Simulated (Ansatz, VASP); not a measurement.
# Two plane-wave programs on In2P

```xyz
3
Lattice="5.2279 0.0000 0.0000 -2.6139 4.5275 0.0000 0.0000 0.0000 3.0341" Properties=species:S:1:pos:R:3 pbc="T T T"
In    0.0000    3.0183    1.5171
In    2.6139    1.5092    1.5171
P     0.0000    0.0000    0.0000
```

Alike in both runs: functional PBE; k mesh 12 × 12 × 16; occupations gaussian, width 0.1 eV; no spin polarisation.

Ansatz relaxed the structure, and its values are those at the end. VASP's run is a single point on that final structure, the one shown.

```csv
,VASP,Ansatz
version,VASP 6.6.1,Ansatz 0.2.0
potentials or method,"VASP PAW PBE potentials, release 64 (In_d, P), cutoff 520 eV","scalar-relativistic, plane waves, PAW"
valence electrons in the cell,31,31
```

```csv
,VASP,Ansatz,Ansatz less VASP
gap on the k mesh at the Fermi level (eV),none,none,-
pressure (GPa),0.0,0.0,+0.04
```

A gap of «none» marks a metal or a gap that the smearing closes.
